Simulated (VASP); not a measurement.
**HfSi3W: single point with PBE**

Crystal: HfSi3W.

```
CELL_PARAMETERS angstrom
3.74951 0.00000 0.00000
-1.87476 3.24717 0.00000
0.00000 0.00000 6.99590
ATOMIC_POSITIONS crystal
Hf 0.33333 0.66667 0.81000
Si 0.00000 0.00000 0.02514
Si 0.33333 0.66667 0.40395
Si 0.66667 0.33333 0.56813
W 0.66667 0.33333 0.19277
```

The cell was generated, and may not be a known phase.

```json
{"Program": "VASP 6.6.1", "Task": "single point", "Functional": "PBE", "Potentials or basis": "VASP PAW PBE potentials, release 64 (Hf_pv, Si, W_sv)", "Cutoff": "500 eV", "k mesh": "12 × 12 × 6", "Occupations": "gaussian, width 0.1 eV", "Spin": "no spin polarisation", "Dipole correction": "no", "Further INCAR settings": "ALGO = Normal; EDIFF = 1e-06; NBANDS = 26"}
```

The pressure is 0.0 GPa and the largest force is 0.019 eV/Å. The band gap on the k mesh is zero (bands 18 and 19 overlap by 0.71 eV).

Forces on the atoms (eV/Å):
```
Hf   0.000  0.000  0.010
Si   0.000  0.000  0.000
Si   0.000  0.000  0.019
Si   0.000  0.000 -0.010
W    0.000  0.000 -0.018
```

Levels at points of the mesh, in eV from the Fermi level:
```tsv
k point	band 15	band 16	band 17	band 18	band 19	band 20	band 21	band 22
(0.00, 0.00, 0.00)	-2.23	-1.76	-1.19	-1.19	0.47	0.97	0.97	2.10
(0.50, 0.00, 0.00)	-3.36	-2.36	-1.93	-0.29	0.36	0.54	1.23	2.00
(0.00, 0.00, 0.50)	-1.76	-1.46	-0.58	-0.58	-0.47	-0.47	2.15	2.15
(0.50, 0.00, 0.50)	-2.86	-2.73	-2.15	0.06	0.29	0.39	1.31	2.63
```

Wall time 5.5 min on 1 thread of Intel Xeon 8259CL, with other jobs on the host, peak memory 0.35 GiB.

Caveat: spin-orbit coupling is left out, which moves the levels of the heavy elements.
